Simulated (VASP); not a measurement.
# Rh (P6_3/mmc) in VASP: notebook

The runs below take Rh through single point, with PBEsol.

All numbers are computed with VASP 6.6.1; they aren't measurements. Logs are shortened: lines on timing, memory, paths and dates and some standing lists are left out, and cuts for length are marked.

### 1 The cell of the first run

The structure is hexagonal, space group P6_3/mmc (No. 194). Conventional cell: a = 2.692 Å, b = 2.692 Å, c = 8.798 Å, α = 90.00°, β = 90.00°, γ = 120.00°. Within 3.5 Å of Rh (site symmetry -3m) lie 12 Rh at 2.69 Å. Within 3.5 Å of Rh (site symmetry -6m2) lie 12 Rh at 2.69 Å.

This isn't the form of Rh at room conditions, which is fcc.

### 2 Single point, PBEsol

INCAR reads:

```
PREC = Accurate
ENCUT = 500
EDIFF = 1E-6
ISMEAR = 1
SIGMA = 0.15
LREAL = F
LASPH = T
NELM = 120
ALGO = Normal
ISIF = 2
LWAVE = F
LCHARG = F
GGA = PS
NBANDS = 38
GGA_COMPAT = F
```

KPOINTS reads:

```
regular mesh
0
Gamma
  9 9 3
```

POSCAR reads:

```
Rh
1.0
    2.6917450000      0.0000000000      0.0000000000
   -1.3458725000      2.3311195505      0.0000000000
    0.0000000000      0.0000000000      8.7980700000
Rh
4
Direct
    0.0000000000      0.0000000000      0.0000000000
    0.0000000000      0.0000000000      0.5000000000
    0.3333333333      0.6666666667      0.2500000000
    0.6666666667      0.3333333333      0.7500000000
```

Potentials or basis: VASP PAW PBE potentials, release 64 (Rh_pv).

Started as:

```console
cat potpaw_PBE.64/Rh_pv/POTCAR > POTCAR
mpirun -np 1 vasp_std > vasp.out
```

OUTCAR:

```text
PREC = Accurate
   ENCUT = 500
   EDIFF = 1E-6
   ISMEAR = 1
   LREAL = F
   LASPH = T
   NELM = 120
   ISIF = 2
   GGA = PS

 ion  position               nearest neighbor table
   1  0.000  0.000  0.000-   3 2.69   4 2.69   3 2.69   4 2.69   4 2.69   3 2.69
   2  0.000  0.000  0.500-   3 2.69   4 2.69   3 2.69   4 2.69   4 2.69   3 2.69
   3  0.333  0.667  0.250-   1 2.69   2 2.69   1 2.69   2 2.69   1 2.69   2 2.69
   4  0.667  0.333  0.750-   1 2.69   2 2.69   1 2.69   2 2.69   1 2.69   2 2.69

  LATTYP: Found a hexagonal cell.
 ALAT       =     2.6917450000
 C/A-ratio  =     3.2685376958

  Lattice vectors:

 A1 = (   2.6917450000,   0.0000000000,   0.0000000000)
 A2 = (  -1.3458725000,   2.3311195505,   0.0000000000)
 A3 = (   0.0000000000,   0.0000000000,   8.7980700000)

Analysis of symmetry for initial positions (statically):
=====================================================================
 Subroutine PRICEL returns:
 Original cell was already a primitive cell.

 Routine SETGRP: Setting up the symmetry group for a
 hexagonal supercell.

 Subroutine GETGRP returns: Found 24 space group operations
 (whereof 12 operations were pure point group operations)
 out of a pool of 24 trial point group operations.

The static configuration has the point symmetry D_3d.
 The point group associated with its full space group is D_6h.

Analysis of symmetry for dynamics (positions and initial velocities):
=====================================================================
 Subroutine PRICEL returns:
 Original cell was already a primitive cell.

 Routine SETGRP: Setting up the symmetry group for a
 hexagonal supercell.

 Subroutine GETGRP returns: Found 24 space group operations
 (whereof 12 operations were pure point group operations)
 out of a pool of 24 trial point group operations.

The dynamic configuration has the point symmetry D_3d.
 The point group associated with its full space group is D_6h.

 Subroutine INISYM returns: Found 24 space group operations
 (whereof 12 operations are pure point group operations),
 and found     1 'primitive' translations

----------------------------------------------------------------------------------------

                                     Primitive cell

  volume of cell :      55.2059

  direct lattice vectors                    reciprocal lattice vectors
     2.691745000  0.000000000  0.000000000     0.371506216  0.214489214  0.000000000
    -1.345872500  2.331119550  0.000000000     0.000000000  0.428978428  0.000000000
     0.000000000  0.000000000  8.798070000     0.000000000  0.000000000  0.113661292

  length of vectors
     2.691745000  2.691745000  8.798070000     0.428978428  0.428978428  0.113661292

  position of ions in fractional coordinates (direct lattice)
     0.000000000  0.000000000  0.000000000
     0.000000000  0.000000000  0.500000000
     0.333333333  0.666666667  0.250000000
     0.666666667  0.333333333  0.750000000

  ion indices of the primitive-cell ions
   primitive index   ion index
                 1           1
                 2           2
                 3           3
                 4           4

----------------------------------------------------------------------------------------

 KPOINTS: regular mesh

Automatic generation of k-mesh.
 Grid dimensions read from file:
 generate k-points for:    9    9    3

 Generating k-lattice:

  Cartesian coordinates                     Fractional coordinates (reciprocal lattice)
     0.041278468  0.023832135  0.000000000     0.111111111  0.000000000  0.000000000
     0.000000000  0.047664270  0.000000000     0.000000000  0.111111111  0.000000000
     0.000000000  0.000000000  0.037887097     0.000000000  0.000000000  0.333333333

  Length of vectors
     0.047664270  0.047664270  0.037887097

  Shift w.r.t. Gamma in fractional coordinates (k-lattice)
     0.000000000  0.000000000  0.000000000

 Subroutine IBZKPT returns following result:
 ===========================================

 Found     24 irreducible k-points:

 Following reciprocal coordinates:
            Coordinates               Weight
  0.000000  0.000000  0.000000      1.000000
  0.111111 -0.000000  0.000000      6.000000
  0.222222  0.000000  0.000000      6.000000
  0.333333  0.000000  0.000000      6.000000
  0.444444  0.000000  0.000000      6.000000
  0.111111  0.111111  0.000000      6.000000
[... 16 lines left out ...]
  0.333333  0.222222  0.333333     24.000000
  0.333333  0.333333  0.333333      4.000000
   k-points           NKPTS =     24   k-points in BZ     NKDIM =     24   number of bands    NBANDS=     38
   number of dos      NEDOS =    301   number of ions     NIONS =      4
   total plane-waves  NPLWV =  25600
   dimension x,y,z NGX =    20 NGY =   20 NGZ =   64
   dimension x,y,z NGXF=    40 NGYF=   40 NGZF=  128
   ions per type =               4
   NGX,Y,Z   is equivalent  to a cutoff of  12.35, 12.35, 12.09 a.u.
   NGXF,Y,Z  is equivalent  to a cutoff of  24.70, 24.70, 24.19 a.u.
 SYSTEM =  unknown system
   PREC   = accura    normal or accurate (medium, high low for compatibility)
   ISTART =      0    job   : 0-new  1-cont  2-samecut
   ICHARG =      2    charge: 1-file 2-atom 10-const
   ISPIN  =      1    spin polarized calculation?
   LNONCOLLINEAR =      F non collinear calculations
   LSORBIT =      F    spin-orbit coupling
   LASPH  =      T    aspherical Exc in radial PAW
   ENCUT  =  500.0 eV  36.75 Ry    6.06 a.u.   4.91  4.91 16.04*2*pi/ulx,y,z
   NELM   =    120;   NELMIN=  2; NELMDL= -5     # of ELM steps
   EDIFF  = 0.1E-05   stopping-criterion for ELM
   LREAL  =      F    real-space projection
   EDIFFG = 0.1E-04   stopping-criterion for IOM
   NSW    =      0    number of steps for IOM
   IBRION =     -1    ionic relax: 0-MD 1-quasi-New 2-CG
   NFREE  =      0    steps in history (QN), initial steepest desc. (CG)
   ISIF   =      2    stress and relaxation
   ISYM   =      2    0-nonsym 1-usesym 2-fastsym
   POTIM  = 0.5000    time-step for ionic-motion
   TEBEG  =    0.0;   TEEND  =   0.0 temperature during run
   PSTRESS=    0.0 pullay stress
   NELECT =      60.0000    total number of electrons
   NUPDOWN=      -1.0000    fix difference up-down
   EMIN   =  10.00;   EMAX   =-10.00  energy-range for DOS
   EFERMI =   0.00;   METHOD = LEGACY
   ISMEAR =     1;   SIGMA  =   0.15  broadening in eV -4-tet -1-fermi 0-gaus
   EFERMI_NEDOS =   21; number of points for ismear=-14 and -15
   IALGO  =     38    algorithm
   IMIX   =      4    mixing-type and parameters
     AMIX     =   0.40;   BMIX     =  1.00
     AMIX_MAG =   1.60;   BMIX_MAG =  1.00
  volume/ion in A,a.u.               =      13.80        93.14
  Fermi-wavevector in a.u.,A,eV,Ry     =   1.683178  3.180745 38.546489  2.833087
  Thomas-Fermi vector in A             =   2.766425
   LORBIT       =      0    0 simple, 1 ext, 2 COOP (PROOUT), +10 PAW based schemes
   GGA     = PS    functional components
   LHFCALC =     F    Hartree Fock is set to
   AEXX    =    0.0000 exact exchange contribution
   IVDW    =     0    specifies the selected vdW correction
   LEPSILON=     F    determine dielectric tensor
   LRPA    =     F    only Hartree local field effects (RPA)
 non-spin polarized calculation
 Methfessel and Paxton  Order N= 1 SIGMA  =   0.15
  energy-cutoff  :      500.00
  volume of cell :       55.21
 maximum number of plane-waves:      1422
 NGX is ok and might be reduce to    20
   NGX =  9   NGY =  9   NGZ = 33

 number of electron      60.0000010 magnetization

 Free energy of the ion-electron system (eV)
  ---------------------------------------------------
  ext. energy  EPLUGINS =         0.00000000
  ---------------------------------------------------
  free energy    TOTEN  =       -32.47082646 eV

  energy without entropy =      -32.47721831  energy(sigma->0) =      -32.47295708

 E-fermi :  11.6958     XC(G=0): -14.1937

 val. band max:       11.6911790958   @ k =   0.2222   0.0000   0.3333
 cond. band min:      11.7242905339   @ k =   0.3333   0.0000   0.0000
 fundamental gap:      0.0331114381
 Fermi energy:        11.6957803068

 k-point     1 :       0.0000    0.0000    0.0000
  band No.  band energies     occupation
      1     -35.3758      2.00000
      2     -35.0204      2.00000
      3     -35.0193      2.00000
      4     -34.7399      2.00000
      5     -34.7399      2.00000
      6     -34.7014      2.00000
[... 30 lines left out ...]
     37      20.1878      0.00000
     38      26.0582      0.00000

 k-point     2 :       0.1111   -0.0000    0.0000
  band No.  band energies     occupation
      1     -35.3478      2.00000
      2     -35.0298      2.00000
      3     -35.0269      2.00000
      4     -34.8042      2.00000
      5     -34.7605      2.00000
      6     -34.7510      2.00000
[... 30 lines left out ...]
     37      20.1212      0.00000
     38      26.4996      0.00000

 k-point     3 :       0.2222    0.0000    0.0000
  band No.  band energies     occupation
      1     -35.2727      2.00000
      2     -35.0953      2.00000
      3     -35.0778      2.00000
      4     -34.9586      2.00000
      5     -34.8901      2.00000
      6     -34.8181      2.00000
[... 30 lines left out ...]
     37      20.0153      0.00000
     38      26.1102      0.00000

 k-point     4 :       0.3333    0.0000    0.0000
  band No.  band energies     occupation
      1     -35.2395      2.00000
      2     -35.2327      2.00000
      3     -35.1328      2.00000
      4     -35.1287      2.00000
      5     -35.0765      2.00000
      6     -34.8661      2.00000
[... 30 lines left out ...]
     37      20.0230      0.00000
     38      22.4155      0.00000
[... 703 lines left out ...]
      4     -35.1551      2.00000
      5     -35.0260      2.00000
      6     -34.9709      2.00000
[... 30 lines left out ...]
     37      22.6760      0.00000
     38      22.8638      0.00000

 k-point    23 :       0.3333    0.2222    0.3333
  band No.  band energies     occupation
      1     -35.2606      2.00000
      2     -35.2361      2.00000
      3     -35.2020      2.00000
      4     -35.1872      2.00000
      5     -35.0330      2.00000
      6     -35.0225      2.00000
[... 30 lines left out ...]
     37      21.0386      0.00000
     38      21.2009      0.00000

 k-point    24 :       0.3333    0.3333    0.3333
  band No.  band energies     occupation
      1     -35.2063      2.00000
      2     -35.1909      2.00000
      3     -35.1909      2.00000
      4     -35.1422      2.00000
      5     -35.0941      2.00000
      6     -35.0941      2.00000
[... 30 lines left out ...]
     37      19.6223      0.00000
     38      19.6223      0.00000

------------------------ aborting loop because EDIFF is reached ----------------------------------------

  FORCE on cell =-STRESS in cart. coord.  units (eV):
  Direction    XX          YY          ZZ          XY          YZ          ZX
  --------------------------------------------------------------------------------------
  -------------------------------------------------------------------------------------
  Total       -1.8313465     -1.8313465     -2.4090113      0.0000000      0.0000000      0.0000000
  in kB      -53.1490171    -53.1490171    -69.9139021      0.0000000      0.0000000      0.0000000
  external PRESSURE =     -58.7373121 kB  Pullay stress =       0.0000000 kB

 VOLUME and BASIS-vectors are now :
 -----------------------------------------------------------------------------
  energy-cutoff  :      500.00
  volume of cell :       55.21
      direct lattice vectors                 reciprocal lattice vectors
     2.691745000  0.000000000  0.000000000     0.371506216  0.214489214  0.000000000
    -1.345872500  2.331119550  0.000000000     0.000000000  0.428978428  0.000000000
     0.000000000  0.000000000  8.798070000     0.000000000  0.000000000  0.113661292

 POSITION                                       TOTAL-FORCE (eV/Angst)
 -----------------------------------------------------------------------------------
      0.00000      0.00000      0.00000         0.000000      0.000000     -0.000000
      0.00000      0.00000      4.39903         0.000000      0.000000     -0.000000
     -0.00000      1.55408      2.19952        -0.000000      0.000000      0.000000
      1.34587      0.77704      6.59855         0.000000      0.000000      0.000000
 -----------------------------------------------------------------------------------
    total drift:                                0.000000     -0.000000      0.000000

  FREE ENERGIE OF THE ION-ELECTRON SYSTEM (eV)
  ---------------------------------------------------
  free  energy   TOTEN  =       -32.4708264638 eV

  energy  without entropy=      -32.4772183074  energy(sigma->0) =      -32.47295708
```

It took 42 s on 1 thread of AMD EPYC 7R43 (Zen 3), shared host; peak memory 0.14 GiB.

Results:

- Free energy: -32.4708 eV
- Pressure: -5.9 GPa
- Band gap on the k mesh: zero (bands 30 and 31 overlap by 1.61 eV)

Levels at points of the mesh, in eV from the Fermi level:
| k point | band 28 | band 29 | band 30 | band 31 | band 32 | band 33 |
| --- | --- | --- | --- | --- | --- | --- |
| (0.00, 0.00, 0.00) | -1.43 | -1.43 | -0.84 | -0.84 | -0.34 | -0.34 |

Caveat: the cell stands under tension; the PAW data sets were made with another functional, which shifts forces and pressure a little.

### 3 Single point, PBEsol

INCAR reads:

```
SYSTEM = Rh
PREC = Accurate ; ENCUT = 500
EDIFF = 1E-6 ; ISMEAR = 1
SIGMA = 0.15 ; LREAL = .FALSE.
LASPH = .TRUE. ; NELM = 120
ALGO = Normal ; ISIF = 2
LWAVE = .FALSE. ; LCHARG = .TRUE.
GGA = PS ; LELF = .TRUE.
LVHAR = .TRUE. ; NBANDS = 38
GGA_COMPAT = .FALSE.
```

KPOINTS reads:

```
Automatic mesh
0
G
  9 9 3
  0 0 0
```

POSCAR is that of step 2.

Potentials or basis: VASP PAW PBE potentials, release 64 (Rh_pv).

Started as:

```console
cat potpaw_PBE.64/Rh_pv/POTCAR > POTCAR
mpirun -np 1 vasp_std > vasp.out
```

OUTCAR:

```text
SYSTEM = Rh
   PREC = Accurate
   ENCUT = 500
   EDIFF = 1E-6
   ISMEAR = 1
   LREAL = .FALSE.
   LASPH = .TRUE.
   NELM = 120
   ISIF = 2
   GGA = PS

 ion  position               nearest neighbor table
   1  0.000  0.000  0.000-   3 2.69   4 2.69   3 2.69   4 2.69   4 2.69   3 2.69
   2  0.000  0.000  0.500-   3 2.69   4 2.69   3 2.69   4 2.69   4 2.69   3 2.69
   3  0.333  0.667  0.250-   1 2.69   2 2.69   1 2.69   2 2.69   1 2.69   2 2.69
   4  0.667  0.333  0.750-   1 2.69   2 2.69   1 2.69   2 2.69   1 2.69   2 2.69

  LATTYP: Found a hexagonal cell.
 ALAT       =     2.6917450000
 C/A-ratio  =     3.2685376958

  Lattice vectors:

 A1 = (   2.6917450000,   0.0000000000,   0.0000000000)
 A2 = (  -1.3458725000,   2.3311195505,   0.0000000000)
 A3 = (   0.0000000000,   0.0000000000,   8.7980700000)

Analysis of symmetry for initial positions (statically):
=====================================================================
 Subroutine PRICEL returns:
 Original cell was already a primitive cell.

 Routine SETGRP: Setting up the symmetry group for a
 hexagonal supercell.

[... 170 lines left out ...]
  energy without entropy =      -32.47721831  energy(sigma->0) =      -32.47295708

 E-fermi :  11.6958     XC(G=0): -14.1937

 val. band max:       11.6911790958   @ k =   0.2222   0.0000   0.3333
 cond. band min:      11.7242905339   @ k =   0.3333   0.0000   0.0000
 fundamental gap:      0.0331114381
 Fermi energy:        11.6957803068

 k-point     1 :       0.0000    0.0000    0.0000
  band No.  band energies     occupation
      1     -35.3758      2.00000
      2     -35.0204      2.00000
      3     -35.0193      2.00000
      4     -34.7399      2.00000
      5     -34.7399      2.00000
      6     -34.7014      2.00000
[... 973 lines left out ...]
     37      19.6223      0.00000
     38      19.6223      0.00000

------------------------ aborting loop because EDIFF is reached ----------------------------------------

  FORCE on cell =-STRESS in cart. coord.  units (eV):
  Direction    XX          YY          ZZ          XY          YZ          ZX
  --------------------------------------------------------------------------------------
  -------------------------------------------------------------------------------------
  Total       -1.8313465     -1.8313465     -2.4090113      0.0000000      0.0000000      0.0000000
  in kB      -53.1490171    -53.1490171    -69.9139021      0.0000000      0.0000000      0.0000000
  external PRESSURE =     -58.7373121 kB  Pullay stress =       0.0000000 kB

 VOLUME and BASIS-vectors are now :
 -----------------------------------------------------------------------------
  energy-cutoff  :      500.00
  volume of cell :       55.21
      direct lattice vectors                 reciprocal lattice vectors
     2.691745000  0.000000000  0.000000000     0.371506216  0.214489214  0.000000000
    -1.345872500  2.331119550  0.000000000     0.000000000  0.428978428  0.000000000
     0.000000000  0.000000000  8.798070000     0.000000000  0.000000000  0.113661292

 POSITION                                       TOTAL-FORCE (eV/Angst)
 -----------------------------------------------------------------------------------
      0.00000      0.00000      0.00000         0.000000      0.000000     -0.000000
      0.00000      0.00000      4.39903         0.000000      0.000000     -0.000000
     -0.00000      1.55408      2.19952        -0.000000      0.000000      0.000000
      1.34587      0.77704      6.59855         0.000000      0.000000      0.000000
 -----------------------------------------------------------------------------------
    total drift:                                0.000000     -0.000000      0.000000

  FREE ENERGIE OF THE ION-ELECTRON SYSTEM (eV)
  ---------------------------------------------------
  free  energy   TOTEN  =       -32.4708264638 eV

  energy  without entropy=      -32.4772183074  energy(sigma->0) =      -32.47295708
```

Run time: 42 s. Hardware: 1 thread of AMD EPYC 7R43 (Zen 3), shared host; peak memory 0.14 GiB.

What came out:

```yaml
Free_energy: -32.4708 eV
Pressure: -5.9 GPa
Band_gap_on_the_k_mesh: zero (bands 30 and 31 overlap by 1.61 eV)
```

Caveat: the cell stands under tension; the PAW data sets were made with another functional, which shifts forces and pressure a little.
